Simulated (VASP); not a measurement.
# BaTiO3: single point with PBE+D3(BJ)

BaTiO3, a slab with vacuum:

```
Ba Ti O
1.0
     5.64339    0.00000    0.00000
    -2.82170    4.91393    0.00000
     0.00000    0.00000   15.59252
Ba Ti O
2 2 6
Direct
  0.00000 0.00000 0.06413
  0.73810 0.38423 0.16426
  0.38354 0.67885 0.22020
  0.11107 0.10695 0.28993
  0.35664 0.48310 0.10026
  0.22458 0.88805 0.17825
  0.78200 0.94898 0.21553
  0.13815 0.93449 0.36863
  0.11049 0.47062 0.28140
  0.47829 0.39553 0.26243
```

```yaml
Program: VASP 6.6.1
Task: single point
Functional: PBE
Dispersion: D3(BJ)
Potentials_or_basis: VASP PAW PBE potentials, release 64 (Ba_sv, Ti_sv, O_h)
Cutoff: 910 eV
k_mesh: 2 × 2 × 1
Occupations: fermi-dirac, width 0.002 eV
Spin: no spin polarisation
```

The largest force is 2.974 eV/Å and the band gap on the k mesh is 1.50 eV. The dispersion energy per atom is -0.136 eV.

Forces in eV/Å, atoms in the order of the input:
```
Ba   0.242  0.582  0.404
Ba   1.391 -0.633 -0.956
Ti   1.810 -0.058 -2.047
Ti   0.912  1.176 -1.819
O   -0.774  0.607  0.361
O    0.276  0.479 -0.312
O   -0.647 -0.304 -0.188
O   -0.074 -0.385  1.121
O   -2.007 -1.500  1.602
O   -1.129  0.035  1.833
```

Levels at points of the mesh, in eV from the valence-band top:
```
           k point  band 37  band 38  band 39  band 40  band 41  band 42  band 43  band 44
(0.00, 0.00, 0.00)    -0.73    -0.52    -0.38     0.00     1.50     2.81     3.09     3.31
(0.50, 0.00, 0.00)    -0.78    -0.64    -0.26    -0.16     2.44     2.83     3.20     3.58
(0.50, 0.50, 0.00)    -0.67    -0.51    -0.39    -0.01     2.38     2.92     3.18     3.39
(0.00, 0.50, 0.00)    -0.74    -0.50    -0.30    -0.07     2.36     2.71     3.21     3.40
```

It took 8 min on 1 thread of Intel(R) Xeon(R) Platinum 8559C (Emerald Rapids) (shared host), peak memory 0.99 GiB.

Caveat: the k points lie up to 0.64 Å⁻¹ apart; spin-orbit coupling is left out, which moves the levels of the heavy elements.
